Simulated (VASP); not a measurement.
# AlNi3 (P-6m2) in VASP: further runs

AlNi3 is run at these levels: PBE; tasks: single point, relaxation of cell and atoms.

Program: VASP 6.6.1. These are calculated values, not measurements. Logs are shortened: lines on timing, memory, paths and dates and some standing lists are left out, and cuts for length are marked.

## 1. The cell of the first run

Symmetry: P-6m2, No. 187, hexagonal system. The conventional cell has a = 2.613 Å, b = 2.613 Å, c = 7.866 Å, α = 90.00°, β = 90.00°, γ = 120.00°. Within 3.2 Å of Al (site symmetry -6m2) lie 6 Ni at 2.44 Å and 6 Al at 2.61 Å. Within 3.2 Å of Ni (site symmetry 3m) lie 3 Al at 2.44 Å and 9 Ni at 2.51 to 2.61 Å. Ni (site symmetry -6m2) has 12 Ni at 2.51 to 2.61 Å within 3.3 Å.

## 2. Single point, PBE, collinear spin, ferrimagnetic start

The input, INCAR:

```
PREC = Accurate
ENCUT = 520
EDIFF = 1E-6
ISMEAR = 0
SIGMA = 0.1
LREAL = F
LASPH = T
NELM = 150
ALGO = Normal
ISIF = 2
LWAVE = F
LCHARG = F
ISPIN = 2
MAGMOM = 0 2 2 -2
LORBIT = 11
LMAXMIX = 4
GGA = PE
NBANDS = 28
```

The input, KPOINTS:

```
regular mesh
0
Gamma
  6 6 2
```

The input, POSCAR:

```
AlNi3
1.0
    2.6134203077      0.0000000029      0.0000000000
   -1.3067101564      2.2632883758      0.0000000000
    0.0000000000      0.0000000000      7.8659838640
Al Ni
1 3
Direct
    0.6666666667      0.3333333333      0.0000000000
    0.3333333333      0.6666666667      0.7557738592
    0.3333333333      0.6666666667      0.2442261408
    0.6666666667      0.3333333333      0.5000000000
```

Potentials or basis: VASP PAW PBE potentials, release 64 (Al, Ni).

Command:

```sh
cat potpaw_PBE.64/Al/POTCAR potpaw_PBE.64/Ni/POTCAR > POTCAR
mpirun -np 1 vasp_std > vasp.out
```

OUTCAR:

```text
PREC = Accurate
   ENCUT = 520
   EDIFF = 1E-6
   ISMEAR = 0
   LREAL = F
   LASPH = T
   NELM = 150
   ISIF = 2
   ISPIN = 2
   LORBIT = 11
   GGA = PE

 ion  position               nearest neighbor table
   1  0.667  0.333  0.000-   2 2.44   3 2.44   2 2.44   3 2.44   2 2.44   3 2.44
   2  0.333  0.667  0.756-   1 2.44   1 2.44   1 2.44   4 2.51   4 2.51   4 2.51
   3  0.333  0.667  0.244-   1 2.44   1 2.44   1 2.44   4 2.51   4 2.51   4 2.51
   4  0.667  0.333  0.500-   2 2.51   3 2.51   2 2.51   3 2.51   2 2.51   3 2.51

  LATTYP: Found a hexagonal cell.
 ALAT       =     2.6134203077
 C/A-ratio  =     3.0098426345

  Lattice vectors:

 A1 = (   2.6134203077,   0.0000000029,   0.0000000000)
 A2 = (  -1.3067101564,   2.2632883758,   0.0000000000)
 A3 = (   0.0000000000,   0.0000000000,   7.8659838640)

Analysis of symmetry for initial positions (statically):
=====================================================================
 Subroutine PRICEL returns:
 Original cell was already a primitive cell.

 Routine SETGRP: Setting up the symmetry group for a
 hexagonal supercell.

 Subroutine GETGRP returns: Found 12 space group operations
 (whereof 12 operations were pure point group operations)
 out of a pool of 24 trial point group operations.

The static configuration has the point symmetry D_3h.

Analysis of symmetry for dynamics (positions and initial velocities):
=====================================================================
 Subroutine PRICEL returns:
 Original cell was already a primitive cell.

 Routine SETGRP: Setting up the symmetry group for a
 hexagonal supercell.

 Subroutine GETGRP returns: Found 12 space group operations
 (whereof 12 operations were pure point group operations)
 out of a pool of 24 trial point group operations.

The dynamic configuration has the point symmetry D_3h.

Analysis of structural, dynamic, and magnetic symmetry:
=====================================================================
 Subroutine PRICEL returns:
 Original cell was already a primitive cell.

 Routine SETGRP: Setting up the symmetry group for a
 hexagonal supercell.

 Subroutine GETGRP returns: Found 12 space group operations
 (whereof 12 operations were pure point group operations)
 out of a pool of 24 trial point group operations.

The overall configuration has the point symmetry D_3h.

 Subroutine INISYM returns: Found 12 space group operations
 (whereof 12 operations are pure point group operations),
 and found     1 'primitive' translations

----------------------------------------------------------------------------------------

                                     Primitive cell

  volume of cell :      46.5267

  direct lattice vectors                    reciprocal lattice vectors
     2.613420308  0.000000003  0.000000000     0.382640326  0.220917496  0.000000000
    -1.306710156  2.263288376  0.000000000    -0.000000000  0.441834991  0.000000000
     0.000000000  0.000000000  7.865983864     0.000000000  0.000000000  0.127129679

  length of vectors
     2.613420308  2.613420308  7.865983864     0.441834991  0.441834991  0.127129679

  position of ions in fractional coordinates (direct lattice)
     0.666666667  0.333333333  0.000000000
     0.333333333  0.666666667  0.755773859
     0.333333333  0.666666667  0.244226141
     0.666666667  0.333333333  0.500000000

  ion indices of the primitive-cell ions
   primitive index   ion index
                 1           1
                 2           2
                 3           3
                 4           4

----------------------------------------------------------------------------------------

 KPOINTS: regular mesh

Automatic generation of k-mesh.
 Grid dimensions read from file:
 generate k-points for:    6    6    2

 Generating k-lattice:

  Cartesian coordinates                     Fractional coordinates (reciprocal lattice)
     0.063773388  0.036819583  0.000000000     0.166666667  0.000000000  0.000000000
    -0.000000000  0.073639165  0.000000000    -0.000000000  0.166666667  0.000000000
     0.000000000  0.000000000  0.063564839     0.000000000  0.000000000  0.500000000

  Length of vectors
     0.073639165  0.073639165  0.063564839

  Shift w.r.t. Gamma in fractional coordinates (k-lattice)
     0.000000000  0.000000000  0.000000000

 Subroutine IBZKPT returns following result:
 ===========================================

 Found     14 irreducible k-points:

 Following reciprocal coordinates:
            Coordinates               Weight
  0.000000  0.000000  0.000000      1.000000
  0.166667  0.000000  0.000000      6.000000
  0.333333  0.000000  0.000000      6.000000
  0.500000  0.000000  0.000000      3.000000
  0.166667  0.166667  0.000000      6.000000
  0.333333  0.166667  0.000000     12.000000
  0.333333  0.333333  0.000000      2.000000
  0.000000  0.000000  0.500000      1.000000
  0.166667  0.000000  0.500000      6.000000
  0.333333  0.000000  0.500000      6.000000
  0.500000  0.000000  0.500000      3.000000
  0.166667  0.166667  0.500000      6.000000
  0.333333  0.166667  0.500000     12.000000
  0.333333  0.333333  0.500000      2.000000
   k-points           NKPTS =     14   k-points in BZ     NKDIM =     14   number of bands    NBANDS=     28
   number of dos      NEDOS =    301   number of ions     NIONS =      4
   total plane-waves  NPLWV =  24000
   dimension x,y,z NGX =    20 NGY =   20 NGZ =   60
   dimension x,y,z NGXF=    40 NGYF=   40 NGZF=  120
   ions per type =               1   3
   NGX,Y,Z   is equivalent  to a cutoff of  12.72, 12.72, 12.68 a.u.
   NGXF,Y,Z  is equivalent  to a cutoff of  25.44, 25.44, 25.36 a.u.
 SYSTEM =  unknown system
   PREC   = accura    normal or accurate (medium, high low for compatibility)
   ISTART =      0    job   : 0-new  1-cont  2-samecut
   ICHARG =      2    charge: 1-file 2-atom 10-const
   ISPIN  =      2    spin polarized calculation?
   LNONCOLLINEAR =      F non collinear calculations
   LSORBIT =      F    spin-orbit coupling
   LASPH  =      T    aspherical Exc in radial PAW
   ENCUT  =  520.0 eV  38.22 Ry    6.18 a.u.   4.86  4.86 14.63*2*pi/ulx,y,z
   NELM   =    150;   NELMIN=  2; NELMDL= -5     # of ELM steps
   EDIFF  = 0.1E-05   stopping-criterion for ELM
   LREAL  =      F    real-space projection
   EDIFFG = 0.1E-04   stopping-criterion for IOM
   NSW    =      0    number of steps for IOM
   IBRION =     -1    ionic relax: 0-MD 1-quasi-New 2-CG
   NFREE  =      0    steps in history (QN), initial steepest desc. (CG)
   ISIF   =      2    stress and relaxation
   ISYM   =      2    0-nonsym 1-usesym 2-fastsym
   POTIM  = 0.5000    time-step for ionic-motion
   TEBEG  =    0.0;   TEEND  =   0.0 temperature during run
   PSTRESS=    0.0 pullay stress
   NELECT =      33.0000    total number of electrons
   NUPDOWN=      -1.0000    fix difference up-down
   EMIN   =  10.00;   EMAX   =-10.00  energy-range for DOS
   EFERMI =   0.00;   METHOD = LEGACY
   ISMEAR =     0;   SIGMA  =   0.10  broadening in eV -4-tet -1-fermi 0-gaus
   EFERMI_NEDOS =   21; number of points for ismear=-14 and -15
   IALGO  =     38    algorithm
   IMIX   =      4    mixing-type and parameters
     AMIX     =   0.40;   BMIX     =  1.00
     AMIX_MAG =   1.60;   BMIX_MAG =  1.00
  volume/ion in A,a.u.               =      11.63        78.49
  Fermi-wavevector in a.u.,A,eV,Ry     =   1.459975  2.758953 29.001184  2.131527
  Thomas-Fermi vector in A             =   2.576479
   LORBIT       =     11    0 simple, 1 ext, 2 COOP (PROOUT), +10 PAW based schemes
   GGA     = PE    functional components
   LHFCALC =     F    Hartree Fock is set to
   AEXX    =    0.0000 exact exchange contribution
   IVDW    =     0    specifies the selected vdW correction
   LEPSILON=     F    determine dielectric tensor
   LRPA    =     F    only Hartree local field effects (RPA)
 spin polarized calculation
 Gauss-broadening in eV      SIGMA  =   0.10
  energy-cutoff  :      520.00
  volume of cell :       46.53
 maximum number of plane-waves:      1293
 NGX is ok and might be reduce to    20
   NGX =  9   NGY =  9   NGZ = 29

 number of electron      32.9999987 magnetization       0.0001802

 number of electron      32.9999987 magnetization      -0.3048812

 Free energy of the ion-electron system (eV)
  ---------------------------------------------------
  ext. energy  EPLUGINS =         0.00000000
  ---------------------------------------------------
  free energy    TOTEN  =       -20.87609201 eV

  energy without entropy =      -20.85171233  energy(sigma->0) =      -20.86390217

 E-fermi :   9.2133     XC(G=0): -12.5153

 val. band max:        9.1859953380   @ k =   0.3333   0.1667   0.0000
 cond. band min:       9.2783974498   @ k =   0.3333   0.1667   0.5000
 fundamental gap:      0.0924021119
 Fermi energy:         9.2133465792

 spin component 1

 k-point     1 :       0.0000    0.0000    0.0000
  band No.  band energies     occupation
      1      -1.6882      1.00000
      2       2.1787      1.00000
      3       2.3297      1.00000
      4       5.3375      1.00000
      5       6.8849      1.00000
      6       7.5247      1.00000
[... 423 lines left out ...]
     27      18.5423      0.00000
     28      24.5594      0.00000
 Fermi energy:         9.2133465792

 spin component 2

 k-point     1 :       0.0000    0.0000    0.0000
  band No.  band energies     occupation
      1      -1.6793      1.00000
      2       2.1897      1.00000
      3       2.3432      1.00000
      4       5.2643      1.00000
      5       6.8298      1.00000
      6       7.4498      1.00000
[... 423 lines left out ...]
     27      18.5195      0.00000
     28      24.5641      0.00000

------------------------ aborting loop because EDIFF is reached ----------------------------------------

  FORCE on cell =-STRESS in cart. coord.  units (eV):
  Direction    XX          YY          ZZ          XY          YZ          ZX
  --------------------------------------------------------------------------------------
  -------------------------------------------------------------------------------------
  Total        0.0747733      0.0747733      0.0012865     -0.0000000      0.0000000      0.0000000
  in kB        2.5748663      2.5748663      0.0443013     -0.0000000      0.0000000      0.0000000
  external PRESSURE =       1.7313446 kB  Pullay stress =       0.0000000 kB

 VOLUME and BASIS-vectors are now :
 -----------------------------------------------------------------------------
  energy-cutoff  :      520.00
  volume of cell :       46.53
      direct lattice vectors                 reciprocal lattice vectors
     2.613420308  0.000000003  0.000000000     0.382640326  0.220917496  0.000000000
    -1.306710156  2.263288376  0.000000000    -0.000000000  0.441834991  0.000000000
     0.000000000  0.000000000  7.865983864     0.000000000  0.000000000  0.127129679

 POSITION                                       TOTAL-FORCE (eV/Angst)
 -----------------------------------------------------------------------------------
      1.30671      0.75443      0.00000         0.000000      0.000000      0.000000
     -0.00000      1.50886      5.94490         0.000000     -0.000000     -0.046233
     -0.00000      1.50886      1.92108        -0.000000      0.000000      0.046233
      1.30671      0.75443      3.93299        -0.000000     -0.000000      0.000000
 -----------------------------------------------------------------------------------
    total drift:                                0.000000     -0.000000     -0.000000

  FREE ENERGIE OF THE ION-ELECTRON SYSTEM (eV)
  ---------------------------------------------------
  free  energy   TOTEN  =       -20.8760920056 eV

  energy  without entropy=      -20.8517123332  energy(sigma->0) =      -20.86390217

 total charge

# of ion       s       p       d       tot
------------------------------------------
    1        0.419   0.448   0.000   0.867
    2        0.470   0.486   8.380   9.335
    3        0.470   0.486   8.380   9.335
    4        0.461   0.417   8.310   9.187
--------------------------------------------------
tot          1.819   1.836  25.069  28.724

 magnetization (x)

# of ion       s       p       d       tot
------------------------------------------
    1       -0.001   0.002   0.000   0.001
    2        0.001   0.005  -0.059  -0.052
    3        0.001   0.005  -0.059  -0.052
    4        0.003   0.007  -0.231  -0.221
--------------------------------------------------
tot          0.004   0.019  -0.348  -0.325
```

Run time: 94 s. Hardware: 1 thread of AMD EPYC 7R13, shared host; peak memory 0.16 GiB.

What came out:

```
Free energy                                           : -20.8761 eV
Pressure                                              : 0.2 GPa
Largest force                                         : 0.046 eV/Å
Net moment                                            : -0.30 μB per cell
Site moments                                          : Al +0.00; Ni -0.05, -0.22 (each value once) μB
Valence electrons inside the program's atomic spheres : Al 0.87; Ni 9.34, 9.19 (each value once)
```

Forces on the atoms (eV/Å):
```
Al   0.000  0.000  0.000
Ni   0.000  0.000 -0.046
Ni   0.000  0.000  0.046
Ni   0.000  0.000  0.000
```

Levels at points of the mesh, in eV from the Fermi level:
Spin up:
| k point | band 14 | band 15 | band 16 | band 17 | band 18 | band 19 | band 20 | band 21 |
| --- | --- | --- | --- | --- | --- | --- | --- | --- |
| (0.00, 0.00, 0.00) | -1.09 | -0.68 | -0.68 | -0.53 | -0.16 | -0.16 | 4.11 | 12.48 |
| (0.50, 0.00, 0.00) | -0.17 | -0.10 | 0.19 | 0.44 | 0.50 | 2.05 | 3.57 | 4.09 |
| (0.00, 0.00, 0.50) | -1.12 | -1.12 | -0.66 | -0.66 | -0.17 | -0.17 | 6.29 | 8.93 |
| (0.50, 0.00, 0.50) | -0.17 | -0.10 | 0.19 | 0.53 | 0.68 | 2.39 | 3.66 | 4.33 |
Spin down:
| k point | band 13 | band 14 | band 15 | band 16 | band 17 | band 18 | band 19 | band 20 | band 21 | band 22 |
| --- | --- | --- | --- | --- | --- | --- | --- | --- | --- | --- |
| (0.00, 0.00, 0.00) | -1.16 | -1.16 | -0.80 | -0.80 | -0.51 | -0.32 | -0.32 | 4.07 | 12.46 | 14.63 |
| (0.50, 0.00, 0.00) | -0.44 | -0.25 | -0.19 | -0.08 | 0.26 | 0.48 | 2.03 | 3.55 | 4.02 | 8.00 |
| (0.00, 0.00, 0.50) | -1.54 | -1.18 | -1.18 | -0.78 | -0.78 | -0.34 | -0.34 | 6.29 | 8.88 | 14.64 |
| (0.50, 0.00, 0.50) | -0.46 | -0.25 | -0.19 | -0.07 | 0.46 | 0.56 | 2.33 | 3.65 | 4.32 | 6.75 |

Caveat: the k points lie up to 0.46 Å⁻¹ apart.

[end of part 1 of 2]
